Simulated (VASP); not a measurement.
Wanted: the native input for a VASP 6.6.1 run.

- Task: single point
- Functional: PBEsol
- Potentials or basis: VASP PAW PBE potentials, release 64 (Zr_sv)
- Cutoff: 500 eV
- k mesh: 12 × 12 × 12
- Occupations: fermi-dirac, width 0.1 eV
- Spin: no spin polarisation
- Dipole correction: no
- Further INCAR settings: ALGO = Normal; EDIFF = 1e-06; NBANDS = 19

The structure of Zr lies in POSCAR:

```
Zr
1.0
    0.0000000000      2.8254859973      2.8254859973
    2.8254859973      0.0000000000      2.8254859973
    2.8254859973      2.8254859973      0.0000000000
Zr
2
Direct
   -0.1250000000     -0.1250000000     -0.1250000000
    0.1250000000      0.1250000000      0.1250000000
```

This cell differs from its parent crystal: volume scaled by 0.78.

One way to write it, as run:

INCAR

```
SYSTEM = Zr
PREC = Accurate
ENCUT = 500
EDIFF = 1E-6
ISMEAR = -1
SIGMA = 0.1
LREAL = .False.
LASPH = .True.
NELM = 120
ALGO = Normal
ISIF = 2
LWAVE = .False.
LCHARG = .False.
GGA = PS
NBANDS = 19
GGA_COMPAT = .False.
```

KPOINTS

```
regular mesh
0
Gamma
  12 12 12
  0 0 0
```

Potentials or basis: VASP PAW PBE potentials, release 64 (Zr_sv).

The run is started by

```bash
$ cat potpaw_PBE.64/Zr_sv/POTCAR > POTCAR
$ mpirun -np 1 vasp_std > vasp.out
```

Results of the run:

The pressure is 15.3 GPa and the band gap on the k mesh is zero (band 12 reaches 9.18 eV, above the bottom of band 13 at 8.19 eV).

Caveat: the PAW data sets were made with another functional, which shifts forces and pressure a little.

Run time: 52 s on 1 thread of Intel(R) Xeon(R) Platinum 8259CL CPU @ 2.50GHz (Skylake/Cascade Lake), on a shared host, peak memory 0.19 GiB.
